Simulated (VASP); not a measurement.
# Si2Ni (I4/mmm) in VASP: notebook

Runs on Si2Ni. Level: PBE. Tasks: single point.

Program: VASP 6.6.1. These are calculated values, not measurements. Logs are shortened: lines on timing, memory, paths and dates and some standing lists are left out, and cuts for length are marked.

## 1. The cell of the first run

It takes space group I4/mmm (No. 139, tetragonal). The conventional cell has a = 3.736 Å, b = 3.736 Å, c = 5.610 Å, α = 90.00°, β = 90.00°, γ = 90.00°. Si (site symmetry -4m2) has 4 Ni at 2.34 Å and 6 Si at 2.64 to 2.81 Å within 3.1 Å. Within 3.1 Å of Ni (site symmetry 4/mmm) lie 8 Si at 2.34 Å.

## 2. Single point, PBE (strain -0.030 along x and y, +0.030 along z)

Contents of INCAR:

```
  ALGO = Normal
  EDIFF = 1E-6
  ENCUT = 520
  GGA = PE
  ISIF = 2
  ISMEAR = 0
  LASPH = True
  LCHARG = True
  LELF = True
  LREAL = False
  LVHAR = True
  LWAVE = False
  NBANDS = 16
  NELM = 60
  PREC = Accurate
  SIGMA = 0.15
```

Contents of KPOINTS:

```
k-points
0
Gamma
  16 16 16
```

Contents of POSCAR:

```
Si2Ni
1.0
    0.0000000000      2.6417105182      2.8051152926
    2.6417105182      0.0000000000      2.8051152926
    2.6417105182      2.6417105182      0.0000000000
Si Ni
2 1
Direct
    0.2500000000      0.2500000000      0.2500000000
    0.7500000000      0.7500000000      0.7500000000
    0.0000000000      0.0000000000      0.0000000000
```

Potentials or basis: VASP PAW PBE potentials, release 64 (Si, Ni).

Launch:

```
> cat potpaw_PBE.64/Si/POTCAR potpaw_PBE.64/Ni/POTCAR > POTCAR
> mpirun -np 1 vasp_std > vasp.out
```

OUTCAR:

```text
EDIFF = 1E-6
   ENCUT = 520
   GGA = PE
   ISIF = 2
   ISMEAR = 0
   LASPH = True
   LREAL = False
   NELM = 60
   PREC = Accurate

 ion  position               nearest neighbor table
   1  0.250  0.250  0.250-   3 2.34   3 2.34   3 2.34   3 2.34   2 2.64   2 2.64   2 2.64   2 2.64
                             2 2.81   2 2.81
   2  0.750  0.750  0.750-   3 2.34   3 2.34   3 2.34   3 2.34   1 2.64   1 2.64   1 2.64   1 2.64
                             1 2.81   1 2.81
   3  0.000  0.000  0.000-   2 2.34   2 2.34   2 2.34   1 2.34   2 2.34   1 2.34   1 2.34   1 2.34

  LATTYP: Found a body centered tetragonal cell.
 ALAT       =     3.7359428427
 C/A-ratio  =     1.5016906900

  Lattice vectors:

 A1 = (  -2.6417105182,   0.0000000000,   2.8051152926)
 A2 = (   2.6417105182,   0.0000000000,   2.8051152926)
 A3 = (   0.0000000000,   2.6417105182,  -2.8051152926)

Analysis of symmetry for initial positions (statically):
=====================================================================
 Subroutine PRICEL returns:
 Original cell was already a primitive cell.

 Routine SETGRP: Setting up the symmetry group for a
 body centered tetragonal supercell.

 Subroutine GETGRP returns: Found 16 space group operations
 (whereof 16 operations were pure point group operations)
 out of a pool of 16 trial point group operations.

The static configuration has the point symmetry D_4h.

Analysis of symmetry for dynamics (positions and initial velocities):
=====================================================================
 Subroutine PRICEL returns:
 Original cell was already a primitive cell.

 Routine SETGRP: Setting up the symmetry group for a
 body centered tetragonal supercell.

 Subroutine GETGRP returns: Found 16 space group operations
 (whereof 16 operations were pure point group operations)
 out of a pool of 16 trial point group operations.

The dynamic configuration has the point symmetry D_4h.

 Subroutine INISYM returns: Found 16 space group operations
 (whereof 16 operations are pure point group operations),
 and found     1 'primitive' translations

----------------------------------------------------------------------------------------

                                     Primitive cell

  volume of cell :      39.1517

  direct lattice vectors                    reciprocal lattice vectors
     0.000000000  2.641710518  2.805115293    -0.189271306  0.189271306  0.178245793
[... 90 lines left out ...]
   EDIFFG = 0.1E-04   stopping-criterion for IOM
   NSW    =      0    number of steps for IOM
   IBRION =     -1    ionic relax: 0-MD 1-quasi-New 2-CG
   NFREE  =      0    steps in history (QN), initial steepest desc. (CG)
   ISIF   =      2    stress and relaxation
   ISYM   =      2    0-nonsym 1-usesym 2-fastsym
   POTIM  = 0.5000    time-step for ionic-motion
   TEBEG  =    0.0;   TEEND  =   0.0 temperature during run
   PSTRESS=    0.0 pullay stress
   NELECT =      18.0000    total number of electrons
   NUPDOWN=      -1.0000    fix difference up-down
   EMIN   =  10.00;   EMAX   =-10.00  energy-range for DOS
   EFERMI =   0.00;   METHOD = LEGACY
   ISMEAR =     0;   SIGMA  =   0.15  broadening in eV -4-tet -1-fermi 0-gaus
   EFERMI_NEDOS =   21; number of points for ismear=-14 and -15
   IALGO  =     38    algorithm
   IMIX   =      4    mixing-type and parameters
     AMIX     =   0.40;   BMIX     =  1.00
     AMIX_MAG =   1.60;   BMIX_MAG =  1.00
  volume/ion in A,a.u.               =      13.05        88.07
  Fermi-wavevector in a.u.,A,eV,Ry     =   1.263519  2.387706 21.721450  1.596482
  Thomas-Fermi vector in A             =   2.396872
   LORBIT       =      0    0 simple, 1 ext, 2 COOP (PROOUT), +10 PAW based schemes
   GGA     = PE    functional components
   LHFCALC =     F    Hartree Fock is set to
   AEXX    =    0.0000 exact exchange contribution
   IVDW    =     0    specifies the selected vdW correction
   LEPSILON=     F    determine dielectric tensor
   LRPA    =     F    only Hartree local field effects (RPA)
 non-spin polarized calculation
 Gauss-broadening in eV      SIGMA  =   0.15
  energy-cutoff  :      520.00
  volume of cell :       39.15
 maximum number of plane-waves:      1072
 NGX is ok and might be reduce to    30
   NGX = 15   NGY = 15   NGZ = 13

 number of electron      17.9999997 magnetization

 Free energy of the ion-electron system (eV)
  ---------------------------------------------------
  ext. energy  EPLUGINS =         0.00000000
  ---------------------------------------------------
  free energy    TOTEN  =       -17.34058901 eV

  energy without entropy =      -17.33126686  energy(sigma->0) =      -17.33592794

 E-fermi :  10.5647     XC(G=0): -11.6286

 val. band max:       10.5496860289   @ k =   0.3750   0.3125   0.0000
 cond. band min:      10.5744622032   @ k =   0.3125   0.2500   0.0000
 fundamental gap:      0.0247761743
 Fermi energy:        10.5647419537

 k-point     1 :       0.0000    0.0000    0.0000
  band No.  band energies     occupation
      1      -3.3689      2.00000
      2       5.2682      2.00000
      3       5.2682      2.00000
      4       5.4657      2.00000
      5       6.9339      2.00000
      6       7.1167      2.00000
[... 433 lines left out ...]
      3       5.3405      2.00000
      4       5.4756      2.00000
      5       6.9452      2.00000
      6       7.0574      2.00000
[... 8 lines left out ...]
     15      14.9881      0.00000
     16      15.2539      0.00000

 [... further k-points ...]

------------------------ aborting loop because EDIFF is reached ----------------------------------------

  FORCE on cell =-STRESS in cart. coord.  units (eV):
  Direction    XX          YY          ZZ          XY          YZ          ZX
  --------------------------------------------------------------------------------------
  -------------------------------------------------------------------------------------
  Total        1.4159243      1.4159243      0.5641335      0.0000000     -0.0000000     -0.0000000
  in kB       57.9427983     57.9427983     23.0856077      0.0000000     -0.0000000     -0.0000000
  external PRESSURE =      46.3237348 kB  Pullay stress =       0.0000000 kB

 VOLUME and BASIS-vectors are now :
 -----------------------------------------------------------------------------
  energy-cutoff  :      520.00
  volume of cell :       39.15
      direct lattice vectors                 reciprocal lattice vectors
     0.000000000  2.641710518  2.805115293    -0.189271306  0.189271306  0.178245793
     2.641710518  0.000000000  2.805115293     0.189271306 -0.189271306  0.178245793
     2.641710518  2.641710518  0.000000000     0.189271306  0.189271306 -0.178245793

 POSITION                                       TOTAL-FORCE (eV/Angst)
 -----------------------------------------------------------------------------------
      1.32086      1.32086      1.40256        -0.000000     -0.000000      0.000000
      3.96257      3.96257      4.20767         0.000000      0.000000      0.000000
      0.00000      0.00000      0.00000         0.000000     -0.000000      0.000000
 -----------------------------------------------------------------------------------
    total drift:                                0.000000     -0.000000     -0.000000

  FREE ENERGIE OF THE ION-ELECTRON SYSTEM (eV)
  ---------------------------------------------------
  free  energy   TOTEN  =       -17.3405890122 eV

  energy  without entropy=      -17.3312668609  energy(sigma->0) =      -17.33592794
```

stdout:

```text
POSCAR found type information on POSCAR SiNi
 POSCAR found :  2 types and       3 ions
 scaLAPACK will be used
 LDA part: xc-table for (Slater+PW92), standard interpolation
 POSCAR, INCAR and KPOINTS ok, starting setup
 FFT: planning ... GRIDC
 FFT: planning ... GRID_SOFT
 FFT: planning ... GRID
 WAVECAR not read
 entering main loop
```

It used 200 s of CPU time on 1 thread of Intel(R) Xeon(R) Platinum 8488C (Sapphire Rapids), with other jobs on the host.

Results:

- Free energy: -17.3406 eV
- Pressure: 4.6 GPa
- Band gap on the k mesh: zero (bands 9 and 10 overlap by 2.00 eV)

Stress tensor (GPa, compression positive):
```
5.79 0.00 0.00
0.00 5.79 0.00
0.00 0.00 2.31
```

Caveat: the cell differs from its parent crystal (strain -0.030 along x and y, +0.030 along z); the cell stands under pressure.

## 3. Single point, PBE (strain +0.000 along x and y, -0.030 along z)

Contents of INCAR:

```
SYSTEM = Si2Ni
PREC     = Accurate       ! precision mode
ENCUT    = 520            ! plane-wave cutoff, eV
EDIFF    = 1E-7           ! SCF threshold, eV
ISMEAR   = 0              ! smearing method
SIGMA    = 0.15           ! smearing width, eV
LREAL    = .FALSE.        ! projectors in reciprocal space
LASPH    = .TRUE.         ! aspherical terms in the spheres
NELM     = 100            ! most SCF steps
ALGO     = Normal         ! electronic algorithm
ISIF     = 2              ! what is computed and relaxed
LWAVE    = .FALSE.        ! write WAVECAR
LCHARG   = .FALSE.        ! write CHGCAR
GGA      = PE             ! functional
NBANDS   = 16             ! bands
```

Contents of KPOINTS:

```
regular mesh
0
G
  16 16 16
  0 0 0
```

Contents of POSCAR:

```
Si2Ni
1.0
    0.0000000000      2.7234129054      2.6417105182
    2.7234129054      0.0000000000      2.6417105182
    2.7234129054      2.7234129054      0.0000000000
Si Ni
2 1
Direct
    0.2500000000      0.2500000000      0.2500000000
    0.7500000000      0.7500000000      0.7500000000
    0.0000000000      0.0000000000      0.0000000000
```

Potentials or basis: VASP PAW PBE potentials, release 64 (Si, Ni).

Launch:

```
> cat potpaw_PBE.64/Si/POTCAR potpaw_PBE.64/Ni/POTCAR > POTCAR
> mpirun -np 1 vasp_std > vasp.out
```

It used 180 s of CPU time on 1 thread of Intel(R) Xeon(R) Platinum 8488C (Sapphire Rapids) (shared host).

Results (log left out):

```
Free energy            : -17.3536 eV
Pressure               : 4.5 GPa
Band gap on the k mesh : zero (bands 9 and 10 overlap by 2.39 eV)
```

Stress tensor (GPa, compression positive):
```
4.03 0.00 0.00
0.00 4.03 0.00
0.00 0.00 5.58
```

Levels at points of the mesh, in eV from the Fermi level:
| k point | band 6 | band 7 | band 8 | band 9 | band 10 | band 11 | band 12 | band 13 |
| --- | --- | --- | --- | --- | --- | --- | --- | --- |
| (0.00, 0.00, 0.00) | -3.50 | -0.22 | 1.46 | 1.85 | 1.85 | 2.17 | 2.17 | 2.50 |
| (0.50, 0.00, 0.00) | -3.36 | -3.35 | -1.57 | -1.36 | 1.77 | 1.79 | 1.84 | 2.73 |
| (0.50, 0.50, 0.00) | -3.62 | -3.62 | -3.40 | -3.14 | -0.54 | 1.29 | 7.79 | 8.29 |
| (0.50, 0.00, 0.50) | -3.70 | -3.59 | -3.50 | -3.12 | -0.34 | 1.47 | 7.69 | 7.95 |

Caveat: the cell differs from its parent crystal (strain +0.000 along x and y, -0.030 along z); the cell stands under pressure.

(Part 1 of 2 ends here.)

The gap in the log of VASP goes by the Fermi energy; the results here count the filled bands.